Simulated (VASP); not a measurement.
**Ca: single point with PBEsol+D3(BJ)**

Ca:

```xyz
1
Lattice="3.3515 0.0000 0.0000 0.0000 3.3515 0.0000 0.0000 0.0000 3.3515" Properties=species:S:1:pos:R:3 pbc="T T T"
Ca    0.0000    0.0000    0.0000
```

```yaml
Program: VASP 6.6.1
Task: single point
Functional: PBEsol
Dispersion: D3(BJ)
Potentials_or_basis: VASP PAW PBE potentials, release 64 (Ca_sv)
Cutoff: 500 eV
k_mesh: 6 × 6 × 6
Occupations: gaussian, width 0.05 eV
Spin: no spin polarisation
```

The pressure is 0.1 GPa. The band gap on the k mesh is zero (band 5 reaches 2.84 eV, above the bottom of band 6 at 1.82 eV) and the dispersion energy per atom is -0.271 eV.

Levels at points of the mesh, in eV from the Fermi level:
```
           k point  band 1  band 2  band 3  band 4  band 5  band 6  band 7  band 8  band 9  band 10
(0.00, 0.00, 0.00)  -41.59  -22.51  -22.51  -22.51   -3.83    0.98    0.98    4.77    4.77     4.77
(0.50, 0.00, 0.00)  -41.56  -22.85  -22.48  -22.48   -0.93   -0.19    1.56    3.32    3.32     4.91
(0.50, 0.50, 0.00)  -41.53  -22.80  -22.80  -22.45   -0.38    1.26    3.02    3.02    3.67     3.67
(0.50, 0.50, 0.50)  -41.50  -22.76  -22.76  -22.76    0.81    0.81    0.81    5.66    5.66     6.20
```

Run time: 3.4 s on 1 thread of Intel(R) Xeon(R) Platinum 8488C (Sapphire Rapids), with other jobs on the host, peak memory 0.14 GiB.

Caveat: three body term missing; the PAW data sets were made with another functional, which shifts forces and pressure a little; pairwise dispersion overbinds metals, which lowers pressure and volume.
